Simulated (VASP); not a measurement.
# Ca3Y (P1) in VASP: a series of runs

Runs on Ca3Y. Level: LDA. Tasks: single point.

Program: VASP 6.6.1. These are calculated values, not measurements. Logs are shortened: lines on timing, memory, paths and dates and some standing lists are left out, and cuts for length are marked.

## 1. The cell of the first run

The typed cell holds 4 atoms: a = 6.004 Å, b = 6.004 Å, c = 6.004 Å, α = 60.00°, β = 60.00°, γ = 60.00°.

## 2. Single point, LDA

Contents of INCAR:

```
SYSTEM = Ca3Y
PREC     = Accurate       ! precision mode
ENCUT    = 520            ! plane-wave cutoff, eV
EDIFF    = 1E-6           ! SCF threshold, eV
ISMEAR   = 1              ! smearing method
SIGMA    = 0.1            ! smearing width, eV
LREAL    = .FALSE.        ! projectors in reciprocal space
LASPH    = .TRUE.         ! aspherical terms in the spheres
NELM     = 60             ! most SCF steps
ALGO     = Normal         ! electronic algorithm
ISIF     = 2              ! what is computed and relaxed
LWAVE    = .FALSE.        ! write WAVECAR
LCHARG   = .TRUE.         ! write CHGCAR
LELF     = .TRUE.         ! ELF
LVHAR    = .TRUE.       
NBANDS   = 28             ! bands
```

Contents of KPOINTS:

```
Automatic mesh
0
G
  4 4 4
  0 0 0
```

Contents of POSCAR:

```
Ca3Y
1.0
    0.0000000000      4.2455650000      4.2455650000
    4.2455650000      0.0000000000      4.2455650000
    4.2455650000      4.2455650000      0.0000000000
Ca Y
3 1
Direct
    0.2450687920      0.2535504446      0.2550179231
    0.7432533060      0.7527322561      0.7442244575
    0.4969394478      0.5020802796      0.4955792272
   -0.0115400591      0.0142078234      0.0001243617
```

Potentials or basis: VASP PAW LDA potentials, release 64 (Ca_sv, Y_sv).

Run with:

```
$ cat potpaw_LDA.64/Ca_sv/POTCAR potpaw_LDA.64/Y_sv/POTCAR > POTCAR
$ mpirun -np 1 vasp_std > vasp.out
```

OUTCAR:

```text
SYSTEM = Ca3Y
   PREC = Accurate
   ENCUT = 520
   EDIFF = 1E-6
   ISMEAR = 1
   LREAL = .FALSE.
   LASPH = .TRUE.
   NELM = 60
   ISIF = 2

 ion  position               nearest neighbor table
   1  0.245  0.254  0.255-   4 3.64   4 3.65   4 3.68   4 3.73
   2  0.743  0.753  0.744-   4 3.62   4 3.65   4 3.70   4 3.74
   3  0.497  0.502  0.496-
   4  0.988  0.014  0.000-   2 3.62   1 3.64   2 3.65   1 3.65   1 3.68   2 3.70   1 3.73   2 3.74

  LATTYP: Found a face centered cubic cell.
 ALAT       =     8.4911300000

  Lattice vectors:

 A1 = (   0.0000000000,   4.2455650000,   4.2455650000)
 A2 = (   4.2455650000,   0.0000000000,   4.2455650000)
 A3 = (   4.2455650000,   4.2455650000,   0.0000000000)

Analysis of symmetry for initial positions (statically):
=====================================================================
 Subroutine PRICEL returns:
 Original cell was already a primitive cell.

 Routine SETGRP: Setting up the symmetry group for a
 face centered cubic supercell.

 Subroutine GETGRP returns: Found  1 space group operations
 (whereof  1 operations were pure point group operations)
 out of a pool of 48 trial point group operations.

The static configuration has the point symmetry C_1 .

Analysis of symmetry for dynamics (positions and initial velocities):
=====================================================================
 Subroutine PRICEL returns:
 Original cell was already a primitive cell.

 Routine SETGRP: Setting up the symmetry group for a
 face centered cubic supercell.

 Subroutine GETGRP returns: Found  1 space group operations
 (whereof  1 operations were pure point group operations)
 out of a pool of 48 trial point group operations.

The dynamic configuration has the point symmetry C_1 .

 Subroutine INISYM returns: Found  1 space group operations
 (whereof  1 operations are pure point group operations),
 and found     1 'primitive' translations

----------------------------------------------------------------------------------------

                                     Primitive cell

  volume of cell :     153.0511

  direct lattice vectors                    reciprocal lattice vectors
     0.000000000  4.245565000  4.245565000    -0.117769955  0.117769955  0.117769955
     4.245565000  0.000000000  4.245565000     0.117769955 -0.117769955  0.117769955
     4.245565000  4.245565000  0.000000000     0.117769955  0.117769955 -0.117769955

  length of vectors
     6.004135603  6.004135603  6.004135603     0.203983546  0.203983546  0.203983546

  position of ions in fractional coordinates (direct lattice)
     0.245068792  0.253550445  0.255017923
     0.743253306  0.752732256  0.744224458
     0.496939448  0.502080280  0.495579227
     0.988459941  0.014207823  0.000124362

  ion indices of the primitive-cell ions
   primitive index   ion index
                 1           1
                 2           2
                 3           3
                 4           4

----------------------------------------------------------------------------------------

 KPOINTS: Automatic mesh

Automatic generation of k-mesh.
 Grid dimensions read from file:
 generate k-points for:    4    4    4

 Generating k-lattice:

  Cartesian coordinates                     Fractional coordinates (reciprocal lattice)
    -0.029442489  0.029442489  0.029442489     0.250000000  0.000000000  0.000000000
     0.029442489 -0.029442489  0.029442489     0.000000000  0.250000000  0.000000000
     0.029442489  0.029442489 -0.029442489     0.000000000  0.000000000  0.250000000

  Length of vectors
     0.050995887  0.050995887  0.050995887

  Shift w.r.t. Gamma in fractional coordinates (k-lattice)
     0.000000000  0.000000000  0.000000000

 Subroutine IBZKPT returns following result:
 ===========================================

 Found     36 irreducible k-points:

 Following reciprocal coordinates:
            Coordinates               Weight
  0.000000  0.000000  0.000000      1.000000
  0.250000  0.000000  0.000000      2.000000
  0.000000  0.250000  0.000000      2.000000
  0.000000  0.000000  0.250000      2.000000
  0.250000  0.250000  0.250000      2.000000
  0.500000  0.000000  0.000000      1.000000
[... 16 lines left out ...]
  0.250000  0.500000  0.500000      2.000000
  0.500000  0.000000  0.250000      2.000000
 [... further k-points ...]
   k-points           NKPTS =     36   k-points in BZ     NKDIM =     36   number of bands    NBANDS=     28
   number of dos      NEDOS =    301   number of ions     NIONS =      4
   total plane-waves  NPLWV = 110592
   dimension x,y,z NGX =    48 NGY =   48 NGZ =   48
   dimension x,y,z NGXF=    96 NGYF=   96 NGZF=   96
   ions per type =               3   1
   NGX,Y,Z   is equivalent  to a cutoff of  13.29, 13.29, 13.29 a.u.
   NGXF,Y,Z  is equivalent  to a cutoff of  26.58, 26.58, 26.58 a.u.
 SYSTEM =  Ca3Y
   PREC   = accura    normal or accurate (medium, high low for compatibility)
   ISTART =      0    job   : 0-new  1-cont  2-samecut
   ICHARG =      2    charge: 1-file 2-atom 10-const
   ISPIN  =      1    spin polarized calculation?
   LNONCOLLINEAR =      F non collinear calculations
   LSORBIT =      F    spin-orbit coupling
   LASPH  =      T    aspherical Exc in radial PAW
   ENCUT  =  520.0 eV  38.22 Ry    6.18 a.u.  11.16 11.16 11.16*2*pi/ulx,y,z
   NELM   =     60;   NELMIN=  2; NELMDL= -5     # of ELM steps
   EDIFF  = 0.1E-05   stopping-criterion for ELM
   LREAL  =      F    real-space projection
   EDIFFG = 0.1E-04   stopping-criterion for IOM
   NSW    =      0    number of steps for IOM
   IBRION =     -1    ionic relax: 0-MD 1-quasi-New 2-CG
   NFREE  =      0    steps in history (QN), initial steepest desc. (CG)
   ISIF   =      2    stress and relaxation
   ISYM   =      2    0-nonsym 1-usesym 2-fastsym
   POTIM  = 0.5000    time-step for ionic-motion
   TEBEG  =    0.0;   TEEND  =   0.0 temperature during run
   PSTRESS=    0.0 pullay stress
   NELECT =      41.0000    total number of electrons
   NUPDOWN=      -1.0000    fix difference up-down
   EMIN   =  10.00;   EMAX   =-10.00  energy-range for DOS
   EFERMI =   0.00;   METHOD = LEGACY
   ISMEAR =     1;   SIGMA  =   0.10  broadening in eV -4-tet -1-fermi 0-gaus
   EFERMI_NEDOS =   21; number of points for ismear=-14 and -15
   IALGO  =     38    algorithm
   IMIX   =      4    mixing-type and parameters
     AMIX     =   0.40;   BMIX     =  1.00
     AMIX_MAG =   1.60;   BMIX_MAG =  1.00
  volume/ion in A,a.u.               =      38.26       258.21
  Fermi-wavevector in a.u.,A,eV,Ry     =   1.055336  1.994295 15.153263  1.113733
  Thomas-Fermi vector in A             =   2.190530
   LORBIT       =      0    0 simple, 1 ext, 2 COOP (PROOUT), +10 PAW based schemes
   GGA     = CA    functional components
   LHFCALC =     F    Hartree Fock is set to
   AEXX    =    0.0000 exact exchange contribution
   IVDW    =     0    specifies the selected vdW correction
   LEPSILON=     F    determine dielectric tensor
   LRPA    =     F    only Hartree local field effects (RPA)
 non-spin polarized calculation
 Methfessel and Paxton  Order N= 1 SIGMA  =   0.10
  energy-cutoff  :      520.00
  volume of cell :      153.05
 maximum number of plane-waves:      4156
 NGX is ok and might be reduce to    48
   NGX = 23   NGY = 23   NGZ = 23

 number of electron      41.0000003 magnetization

 Free energy of the ion-electron system (eV)
  ---------------------------------------------------
  ext. energy  EPLUGINS =         0.00000000
  ---------------------------------------------------
  free energy    TOTEN  =       -12.96219401 eV

  energy without entropy =      -12.94787407  energy(sigma->0) =      -12.95742069

 E-fermi :   2.1931     XC(G=0):  -8.4815

 val. band max:        2.1701493270   @ k =   0.0000   0.2500   0.2500
 cond. band min:       2.1951802807   @ k =   0.5000   0.2500   0.5000
 fundamental gap:      0.0250309537
 Fermi energy:         2.1931264676

 k-point     1 :       0.0000    0.0000    0.0000
  band No.  band energies     occupation
      1     -41.0573      2.00000
      2     -39.0755      2.00000
      3     -38.9357      2.00000
      4     -38.9327      2.00000
      5     -21.1426      2.00000
      6     -21.1383      2.00000
[... 20 lines left out ...]
     27       4.3763      0.00000
     28       4.3896      0.00000

 k-point     2 :       0.2500    0.0000    0.0000
  band No.  band energies     occupation
      1     -41.0572      2.00000
      2     -39.0749      2.00000
      3     -38.9357      2.00000
      4     -38.9334      2.00000
      5     -21.1436      2.00000
      6     -21.1389      2.00000
[... 20 lines left out ...]
     27       4.0983     -0.00000
     28       4.3657      0.00000

 k-point     3 :       0.0000    0.2500    0.0000
  band No.  band energies     occupation
      1     -41.0572      2.00000
      2     -39.0748      2.00000
      3     -38.9357      2.00000
      4     -38.9334      2.00000
      5     -21.1436      2.00000
      6     -21.1387      2.00000
[... 20 lines left out ...]
     27       4.1009     -0.00000
     28       4.3647      0.00000

 k-point     4 :       0.0000    0.0000    0.2500
  band No.  band energies     occupation
      1     -41.0572      2.00000
      2     -39.0749      2.00000
      3     -38.9357      2.00000
      4     -38.9334      2.00000
      5     -21.1437      2.00000
      6     -21.1395      2.00000
[... 578 lines left out ...]
     27       3.8557     -0.00000
     28       3.8826     -0.00000

 k-point    23 :       0.2500    0.5000    0.5000
  band No.  band energies     occupation
      1     -41.0572      2.00000
      2     -39.0739      2.00000
      3     -38.9357      2.00000
      4     -38.9344      2.00000
      5     -21.1450      2.00000
      6     -21.1411      2.00000
[... 20 lines left out ...]
     27       3.8310     -0.00000
     28       3.8673     -0.00000

 k-point    24 :       0.5000    0.0000    0.2500
  band No.  band energies     occupation
      1     -41.0571      2.00000
      2     -39.0740      2.00000
      3     -38.9356      2.00000
      4     -38.9344      2.00000
      5     -21.1459      2.00000
      6     -21.1393      2.00000
[... 20 lines left out ...]
     27       3.8271     -0.00000
     28       3.8782     -0.00000

 [... further k-points ...]

------------------------ aborting loop because EDIFF is reached ----------------------------------------

  FORCE on cell =-STRESS in cart. coord.  units (eV):
  Direction    XX          YY          ZZ          XY          YZ          ZX
  --------------------------------------------------------------------------------------
  -------------------------------------------------------------------------------------
  Total       -2.1825873     -2.1905687     -2.1943976      0.0043793      0.0149991      0.0234375
  in kB      -22.8478707    -22.9314218    -22.9715040      0.0458432      0.1570141      0.2453499
  external PRESSURE =     -22.9169322 kB  Pullay stress =       0.0000000 kB

 VOLUME and BASIS-vectors are now :
 -----------------------------------------------------------------------------
  energy-cutoff  :      520.00
  volume of cell :      153.05
      direct lattice vectors                 reciprocal lattice vectors
     0.000000000  4.245565000  4.245565000    -0.117769955  0.117769955  0.117769955
     4.245565000  0.000000000  4.245565000     0.117769955 -0.117769955  0.117769955
     4.245565000  4.245565000  0.000000000     0.117769955  0.117769955 -0.117769955

 POSITION                                       TOTAL-FORCE (eV/Angst)
 -----------------------------------------------------------------------------------
      2.15916      2.12315      2.11692        -0.018270     -0.085003      0.019240
      6.35543      6.31518      6.35130         0.083414      0.020863      0.045011
      4.23563      4.21380      4.24140         0.040663      0.012770     -0.015112
      0.06085      4.19710      4.25689        -0.105807      0.051371     -0.049140
 -----------------------------------------------------------------------------------
    total drift:                                0.000385     -0.000121      0.000242

  FREE ENERGIE OF THE ION-ELECTRON SYSTEM (eV)
  ---------------------------------------------------
  free  energy   TOTEN  =       -12.9621940063 eV

  energy  without entropy=      -12.9478740652  energy(sigma->0) =      -12.95742069
```

It took 4.6 min on 1 thread of AMD EPYC 7R43 (Zen 3), shared host; peak memory 0.3 GiB.

Results:

- Free energy: -12.9622 eV
- Pressure: -2.3 GPa
- Largest force: 0.127 eV/Å

Forces on the atoms (eV/Å):
```
Ca  -0.018 -0.085  0.019
Ca   0.083  0.021  0.045
Ca   0.041  0.013 -0.015
Y   -0.106  0.051 -0.049
```

## 3. Single point, LDA

Contents of INCAR:

```
ALGO = Normal
EDIFF = 1E-6
ENCUT = 520
ISIF = 2
ISMEAR = 1
LASPH = True
LCHARG = False
LREAL = False
LWAVE = False
NBANDS = 28
NELM = 80
PREC = Accurate
SIGMA = 0.1
```

Contents of KPOINTS:

```
k-points
0
Gamma
  4 4 4
```

Contents of POSCAR:

```
Ca3Y
1.0
    0.0000000000      4.2455650000      4.2455650000
    4.2455650000      0.0000000000      4.2455650000
    4.2455650000      4.2455650000      0.0000000000
Ca Y
3 1
Direct
    0.2452091285      0.2533127725      0.2545352184
    0.7435311219      0.7523629978      0.7448121142
    0.4963792457      0.5029061187      0.4957602962
   -0.0113980387      0.0139889563     -0.0001616518
```

Potentials or basis: VASP PAW LDA potentials, release 64 (Ca_sv, Y_sv).

Run with:

```
$ cat potpaw_LDA.64/Ca_sv/POTCAR potpaw_LDA.64/Y_sv/POTCAR > POTCAR
$ mpirun -np 1 vasp_std > vasp.out
```

Run time: 3.4 min. Hardware: 1 thread of AMD EPYC 7R43 (Zen 3), shared host; peak memory 0.3 GiB.

It converged, with:

```yaml
Free_energy: -12.9628 eV
Pressure: -2.3 GPa
Largest_force: 0.128 eV/Å
```

Forces in eV/Å, atoms in the order of the input:
```
Ca  -0.010 -0.085  0.021
Ca   0.084  0.011  0.047
Ca   0.030  0.018 -0.019
Y   -0.104  0.055 -0.050
```

Levels at points of the mesh, in eV from the Fermi level:
```csv
k point,band 18,band 19,band 20,band 21,band 22,band 23
"(0.00, 0.00, 0.00)",-0.41,-0.40,-0.08,-0.08,-0.08,0.48
"(0.50, 0.00, 0.00)",-2.40,-0.22,-0.21,0.22,0.27,0.29
"(0.00, 0.50, 0.00)",-2.40,-0.22,-0.22,0.24,0.26,0.28
"(0.00, 0.00, 0.50)",-2.41,-0.21,-0.21,0.20,0.26,0.29
"(0.50, 0.50, 0.50)",-2.39,-0.23,-0.22,0.24,0.28,0.32
"(0.50, 0.50, 0.00)",-1.91,-1.24,-1.18,0.26,0.26,0.75
"(0.00, 0.50, 0.50)",-1.91,-1.24,-1.18,0.26,0.26,0.76
"(0.50, 0.00, 0.50)",-1.91,-1.24,-1.18,0.25,0.26,0.76
```
